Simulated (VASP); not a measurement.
Write the native input for VASP 6.6.1 that does the following.

```yaml
Task: single point
Functional: PBE
Potentials_or_basis: VASP PAW PBE potentials, release 64 (In_d, Ga_d, As)
Cutoff: 500 eV
k_mesh: 4 × 4 × 4
Occupations: gaussian, width 0.1 eV
Spin: no spin polarisation
Dipole_correction: no
Further_INCAR_settings: ALGO = Normal; EDIFF = 1e-06; NBANDS = 66
```

The structure of InGa2As3 lies in POSCAR:

```
InGa2As3
1.0
    6.2239872442     -3.5939818356      0.0000000000
    6.2239872442      3.5939818356      0.0000000000
    0.0000000000      0.0000000000      6.8196428918
In Ga As
2 4 6
Direct
    0.3286512941      0.6713487059      0.9944080013
    0.6713487059      0.3286512941      0.4944080013
    0.0058546135      0.3327716203      0.9936805151
    0.6672283797      0.9941453865      0.9936805151
    0.9941453865      0.6672283797      0.4936805151
    0.3327716203      0.0058546135      0.4936805151
    0.0174248788      0.3341376669      0.3605418770
    0.6658623331      0.9825751212      0.3605418770
    0.9825751212      0.6658623331      0.8605418770
    0.3341376669      0.0174248788      0.8605418770
    0.3149128818      0.6850871182      0.3851482145
    0.6850871182      0.3149128818      0.8851482145
```

The input as run:

INCAR

```
ALGO     = Normal         # electronic algorithm
EDIFF    = 1E-6           # SCF threshold, eV
ENCUT    = 500            # plane-wave cutoff, eV
GGA      = PE             # functional
GGA_COMPAT= F            
ISIF     = 2              # what is computed and relaxed
ISMEAR   = 0              # smearing method
LASPH    = T              # aspherical terms in the spheres
LCHARG   = T              # write CHGCAR
LELF     = T              # ELF
LREAL    = F              # projectors in reciprocal space
LVHAR    = T            
LWAVE    = F              # write WAVECAR
NBANDS   = 66             # bands
NELM     = 120            # most SCF steps
PREC     = Accurate       # precision mode
SIGMA    = 0.1            # smearing width, eV
```

KPOINTS

```
k-points
0
Gamma
  4 4 4
```

Potentials or basis: VASP PAW PBE potentials, release 64 (In_d, Ga_d, As).

Launch:

```sh
$ cat potpaw_PBE.64/In_d/POTCAR potpaw_PBE.64/Ga_d/POTCAR potpaw_PBE.64/As/POTCAR > POTCAR
$ mpirun -np 1 vasp_std > vasp.out
```

Results of the run:

The pressure is 0.3 GPa and the largest force is 0.010 eV/Å.

Wall time 9.7 min on 1 thread of Intel(R) Xeon(R) Platinum 8488C (Sapphire Rapids), with other jobs on the host, peak memory 0.55 GiB.
